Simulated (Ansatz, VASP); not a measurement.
One calculation of Be16CO, two programs

File INCAR:

```
SYSTEM = Be16CO
PREC     = Accurate       ! precision mode
ENCUT    = 520            ! plane-wave cutoff, eV
EDIFF    = 1E-6           ! SCF threshold, eV
ISMEAR   = 0              ! smearing method
SIGMA    = 0.1            ! smearing width, eV
LREAL    = Auto         
LASPH    = .True.         ! aspherical terms in the spheres
NELM     = 100            ! most SCF steps
ALGO     = Normal         ! electronic algorithm
ISIF     = 2              ! what is computed and relaxed
LWAVE    = .False.        ! write WAVECAR
LCHARG   = .False.        ! write CHGCAR
LDIPOL   = .True.       
IDIPOL   = 3            
DIPOL    = 0.5 0.5 0.316
GGA      = PE             ! functional
NBANDS   = 36             ! bands
```

File KPOINTS:

```
Automatic mesh
0
Gamma
  6 6 1
  0 0 0
```

File POSCAR:

```
Be16CO
1.0
    4.5254381410      0.0000000000      0.0000000000
   -2.2627190705      3.9191443934      0.0000000000
    0.0000000000      0.0000000000     23.4761687145
Be C O
16 1 1
Direct
    0.3333333333      0.1666666667      0.1703855535
    0.3333333333      0.6666666667      0.1703855535
    0.8333333333      0.1666666667      0.1703855535
    0.8333333333      0.6666666667      0.1703855535
    0.1666666667      0.3333333333      0.2463521558
    0.1666666667      0.8333333333      0.2463521558
    0.6666666667      0.3333333333      0.2463521558
    0.6666666667      0.8333333333      0.2463521558
    0.3333333333      0.1666666667      0.3241941575
    0.3333333333      0.6666666667      0.3241941575
    0.8333333333      0.1666666667      0.3241941575
    0.8333333333      0.6666666667      0.3241941575
    0.1666666667      0.3333333333      0.4036505628
    0.1666666667      0.8333333333      0.4036505628
    0.6666666667      0.3333333333      0.4036505628
    0.6666666667      0.8333333333      0.4036505628
    0.1666666667      0.3333333333      0.5301618363
    0.2406624093      0.2593375907      0.5729537194
```

Input for Ansatz:

```yaml
crystal:
  lattice:
    - [4.525438141, 0.0, 0.0]
    - [-2.2627190705, 3.9191443934, 0.0]
    - [0.0, 0.0, 23.4761687145]
  atoms:
    - { symbol: Be, position: [0.3333333333, 0.1666666667, 0.1703855535] }
    - { symbol: Be, position: [0.3333333333, 0.6666666667, 0.1703855535] }
    - { symbol: Be, position: [0.8333333333, 0.1666666667, 0.1703855535] }
    - { symbol: Be, position: [0.8333333333, 0.6666666667, 0.1703855535] }
    - { symbol: Be, position: [0.1666666667, 0.3333333333, 0.2463521558] }
    - { symbol: Be, position: [0.1666666667, 0.8333333333, 0.2463521558] }
    - { symbol: Be, position: [0.6666666667, 0.3333333333, 0.2463521558] }
    - { symbol: Be, position: [0.6666666667, 0.8333333333, 0.2463521558] }
    - { symbol: Be, position: [0.3333333333, 0.1666666667, 0.3241941575] }
    - { symbol: Be, position: [0.3333333333, 0.6666666667, 0.3241941575] }
    - { symbol: Be, position: [0.8333333333, 0.1666666667, 0.3241941575] }
    - { symbol: Be, position: [0.8333333333, 0.6666666667, 0.3241941575] }
    - { symbol: Be, position: [0.1666666667, 0.3333333333, 0.4036505628] }
    - { symbol: Be, position: [0.1666666667, 0.8333333333, 0.4036505628] }
    - { symbol: Be, position: [0.6666666667, 0.3333333333, 0.4036505628] }
    - { symbol: Be, position: [0.6666666667, 0.8333333333, 0.4036505628] }
    - { symbol: C, position: [0.1666666667, 0.3333333333, 0.5301618363] }
    - { symbol: O, position: [0.2406624093, 0.2593375907, 0.5729537194] }
basis:
  ecutwfc: 420
kpoints:
  mp_grid: { grid: [6, 6, 1] }
hamiltonian:
  xc: pbe
scf:
  occupations: { method: gaussian, width: 0.1 }
output:
  forces: true
  eigenvalues: true
efield:
  axis: 3
  dipole_correction: true
  ramp_width: 0.04
```

Alike in both runs: task single point; functional PBE; k mesh 6 × 6 × 1; occupations gaussian, width 0.1 eV; no spin polarisation.

|  | VASP | Ansatz |
| --- | --- | --- |
| version | VASP 6.6.1 | Ansatz 0.2.0 |
| potentials or method | VASP PAW PBE potentials, release 64 (Be, C, O), cutoff 520 eV | scalar-relativistic, plane waves, PAW |
| valence electrons in the cell | 42 | 42 |

Ansatz gave:

```
gap on the k mesh at the Fermi level (eV) : none
rms of the force components (eV/Å)        : 0.475
```

Which values does VASP return?

gap on the k mesh at the Fermi level (eV): none; rms of the force components (eV/Å): 0.329.

Atom by atom the forces differ by 0.151 eV/Å (rms over components). A gap of «none» marks a metal or a gap that the smearing closes.

Noted on VASP's run: the standard files for N, O and F lose accuracy on very short bonds.
